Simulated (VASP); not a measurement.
Runs of VASP 6.6.1 on Ag. The structure is that of space group I4/mmm (No. 139), or close to it. The cells are those of the table. 

```tsv
cell	further INCAR settings	gap on the mesh (eV)	pressure (GPa)
a = 2.905 Å, angles 103.5, 103.5, 122.2°, 1 atom	ALGO = Fast; EDIFF = 1e-07; NBANDS = 12	none	-6.0
a = 2.872 Å, angles 107.3, 107.3, 113.9°, 1 atom	ALGO = Fast; EDIFF = 1e-07; NBANDS = 12	none	-7.4
a = 2.975 Å, angles 100.0, 100.0, 130.6°, 1 atom	ALGO = Fast; EDIFF = 1e-07; NBANDS = 12	none	3.2
a = 2.890 Å, angles 114.7, 114.7, 99.4°, 1 atom	ALGO = Fast; EDIFF = 1e-06; NBANDS = 12	none	-7.6
a = 2.938 Å, angles 101.5, 101.5, 126.9°, 1 atom	ALGO = Fast; EDIFF = 1e-07; NBANDS = 12	none	(a)
a = 2.884 Å, angles 105.4, 105.4, 118.0°, 1 atom	ALGO = Fast; EDIFF = 1e-07; NBANDS = 12	none	(b)
a = 2.914 Å, angles 117.3, 117.3, 94.8°, 1 atom	ALGO = Fast; EDIFF = 1e-07; NBANDS = 12	none	-7.9
a = 2.874 Å, angles 112.1, 112.1, 104.2°, 1 atom	ALGO = Fast; EDIFF = 1e-06; NBANDS = 12	none	-7.4
```

Alike in all rows: task single point; level PBEsol; potentials or basis VASP PAW PBE potentials, release 64 (Ag); no spin polarisation; k mesh 22 × 22 × 22; cutoff (eV) 520; smearing gaussian 0.15 eV.

Problem. Fill in the values left out.

Solution. (a) -2.6; (b) -7.1.

Caveats: the PAW data sets were made with another functional, which shifts forces and pressure a little; the cell stands under tension (at least some runs); the cell stands under pressure (at least some runs).

A k mesh can miss the band edges, and the runs leave out spin-orbit coupling on Ag.

A gap of «none» marks levels without a gap at the run's occupations.
